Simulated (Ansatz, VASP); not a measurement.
LiGa2: VASP beside Ansatz

Contents of INCAR:

```
SYSTEM = LiGa2
PREC = Accurate
ENCUT = 600
EDIFF = 1E-6
ISMEAR = 0
SIGMA = 0.1
LREAL = .FALSE.
LASPH = .TRUE.
NELM = 80
ALGO = Fast
ISIF = 3
LWAVE = .FALSE.
LCHARG = .FALSE.
GGA = PE
IBRION = 2
NSW = 100
EDIFFG = -0.01
```

KPOINTS

```
Automatic mesh
0
G
  8 8 8
  0 0 0
```

POSCAR

```
LiGa2
1.0
    0.0000000000      3.8873828287      3.8873828287
    3.8873828287      0.0000000000      3.8873828287
    3.8873828287      3.8873828287      0.0000000000
Li Ga
2 4
Direct
    0.0000000000      0.0000000000      0.0000000000
    0.2500000000      0.2500000000      0.2500000000
    0.6250000000      0.6250000000      0.6250000000
    0.1250000000      0.6250000000      0.6250000000
    0.6250000000      0.6250000000      0.1250000000
    0.6250000000      0.1250000000      0.6250000000
```

Input for Ansatz:

```yaml
crystal:
  lattice:
    - [0.0, 3.8873828287, 3.8873828287]
    - [3.8873828287, 0.0, 3.8873828287]
    - [3.8873828287, 3.8873828287, 0.0]
  atoms:
    - { symbol: Li, position: [0.0, 0.0, 0.0] }
    - { symbol: Li, position: [0.25, 0.25, 0.25] }
    - { symbol: Ga, position: [0.625, 0.625, 0.625] }
    - { symbol: Ga, position: [0.125, 0.625, 0.625] }
    - { symbol: Ga, position: [0.625, 0.625, 0.125] }
    - { symbol: Ga, position: [0.625, 0.125, 0.625] }
basis:
  ecutwfc: 420
kpoints:
  mp_grid: { grid: [8, 8, 8] }
hamiltonian:
  xc: pbe
scf:
  occupations: { method: gaussian, width: 0.1 }
output:
  forces: true
  stress: true
  eigenvalues: true
relax:
  adjacent_minimum: "off"
  f_tol: 0.01
  max_steps: 80
  cell: { stress_tol: 0.05 }
```

Alike in both runs: task relaxation of cell and atoms; functional PBE; k mesh 8 × 8 × 8; occupations gaussian, width 0.1 eV; no spin polarisation.

|  | VASP | Ansatz |
| --- | --- | --- |
| version | VASP 6.6.1 | Ansatz 0.2.0 |
| potentials or method | VASP PAW PBE potentials, release 64 (Li_sv, Ga_d), cutoff 600 eV | scalar-relativistic, plane waves, PAW |
| valence electrons in the cell | 58 | 58 |

Ansatz gave:

- gap on the k mesh at the Fermi level, each at its own relaxed structure (eV): none
- relaxed volume (Å³/atom): 18.39
- relaxed length of the cell vector where the two differ most in proportion (Å): 5.384

Problem. Which values does VASP return?

Solution. gap on the k mesh at the Fermi level, each at its own relaxed structure (eV): none; relaxed volume (Å³/atom): 18.40; relaxed length of the cell vector where the two differ most in proportion (Å): 5.385.

A gap of «none» marks a metal or a gap that the smearing closes.

Noted on VASP's run: the cutoff is under 1.25 times that of the potentials, so the pressure is a little rough.
